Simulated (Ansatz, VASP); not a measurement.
# One calculation of SnSe, two programs

The input INCAR:

```
SYSTEM = SnSe
PREC     = Accurate       ! precision mode
ENCUT    = 520            ! plane-wave cutoff, eV
EDIFF    = 1E-6           ! SCF threshold, eV
ISMEAR   = -1             ! smearing method
SIGMA    = 0.02           ! smearing width, eV
LREAL    = .FALSE.        ! projectors in reciprocal space
LASPH    = .TRUE.         ! aspherical terms in the spheres
NELM     = 60             ! most SCF steps
ALGO     = Normal         ! electronic algorithm
ISIF     = 2              ! what is computed and relaxed
LWAVE    = .FALSE.        ! write WAVECAR
LCHARG   = .FALSE.        ! write CHGCAR
GGA      = PE             ! functional
NBANDS   = 17             ! bands
```

Contents of KPOINTS:

```
regular mesh
0
G
  6 6 6
  0 0 0
```

File POSCAR:

```
SnSe
1.0
    0.0000000000      3.0875359117      3.0875359117
    3.0875359117      0.0000000000      3.0875359117
    3.0875359117      3.0875359117      0.0000000000
Sn Se
1 1
Direct
    0.0000000000      0.0000000000      0.0000000000
    0.5000000000      0.5000000000      0.5000000000
```

Input for Ansatz:

```yaml
crystal:
  lattice:
    - [0.0, 3.0875359117, 3.0875359117]
    - [3.0875359117, 0.0, 3.0875359117]
    - [3.0875359117, 3.0875359117, 0.0]
  atoms:
    - { symbol: Sn, position: [0.0, 0.0, 0.0] }
    - { symbol: Se, position: [0.5, 0.5, 0.5] }
kpoints:
  mp_grid: { grid: [6, 6, 6] }
hamiltonian:
  xc: pbe
scf:
  occupations: { method: fermi_dirac, width: 0.02 }
  n_extra_bands: 4
output:
  forces: true
  stress: true
  eigenvalues: true
```

Alike in both runs: task single point; functional PBE; k mesh 6 × 6 × 6; occupations fermi-dirac, width 0.02 eV; no spin polarisation.

|  | VASP | Ansatz |
| --- | --- | --- |
| version | VASP 6.6.1 | Ansatz 0.2.0 |
| potentials or method | VASP PAW PBE potentials, release 64 (Sn_d, Se) | plane waves, PAW |
| plane-wave cutoff (eV) | 520 | 420 |
| valence electrons in the cell | 20 | 30 |

```csv
,VASP,Ansatz,Ansatz less VASP
pressure (GPa),-2.8,-2.8,+0.02
```

VASP's potentials hold 20 valence electrons a cell and Ansatz's 30, so a difference there can come from the potentials and not from the codes.
